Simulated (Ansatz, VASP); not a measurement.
MgO: VASP beside Ansatz

The input INCAR:

```
SYSTEM = MgO
ALGO = Normal
EDIFF = 1E-6
ENCUT = 750
GGA_COMPAT = .False.
ISIF = 2
ISMEAR = 0
LASPH = .True.
LCHARG = .False.
LREAL = .False.
LWAVE = .False.
NBANDS = 15
NELM = 120
PREC = Accurate
SIGMA = 0.01
```

The input KPOINTS:

```
k-points
0
Gamma
  10 10 10
  0 0 0
```

File POSCAR:

```
MgO
1.0
    0.0000000000      2.2820056617      2.2820056617
    2.2820056617      0.0000000000      2.2820056617
    2.2820056617      2.2820056617      0.0000000000
Mg O
1 1
Direct
    0.0000000000      0.0000000000      0.0000000000
    0.2500000000      0.2500000000      0.2500000000
```

Input for Ansatz:

```yaml
crystal:
  lattice:
    - [0.0, 2.2820056617, 2.2820056617]
    - [2.2820056617, 0.0, 2.2820056617]
    - [2.2820056617, 2.2820056617, 0.0]
  atoms:
    - { symbol: Mg, position: [0.0, 0.0, 0.0] }
    - { symbol: O, position: [0.25, 0.25, 0.25] }
kpoints:
  mp_grid: { grid: [10, 10, 10] }
  band_path:
    path:
      - [0.0, 0.0, 0.0]
      - [-0.5, -0.5, 0.0]
      - [-0.375, -0.375, 0.25]
      - [-0.375, 0.0, 0.375]
      - [0.0, 0.0, 0.5]
      - [-0.5, -0.25, 0.25]
    npoints: 1
hamiltonian:
  xc: lda
scf:
  occupations: { method: fixed }
  n_extra_bands: 4
output:
  forces: true
  stress: true
  eigenvalues: true
```

Alike in both runs: task single point; functional LDA; k mesh 10 × 10 × 10; no spin polarisation.

|  | VASP | Ansatz |
| --- | --- | --- |
| version | VASP 6.6.1 | Ansatz 0.2.0 |
| potentials or method | VASP PAW LDA potentials, release 64 (Mg_sv, O) | plane waves, PAW |
| plane-wave cutoff (eV) | 750 | 420 |
| occupations | gaussian, width 0.01 eV | fixed |
| valence electrons in the cell | 16 | 16 |

VASP gave:

- gap on the k mesh at the Fermi level (eV): 3.56
- pressure (GPa): -3.7

Task: What did Ansatz give for the same quantities?

Result: gap on the k mesh at the Fermi level (eV): 3.55; pressure (GPa): -3.7.

LDA's correlation is that of Perdew and Zunger in VASP and of Perdew and Wang (1992) in Ansatz.
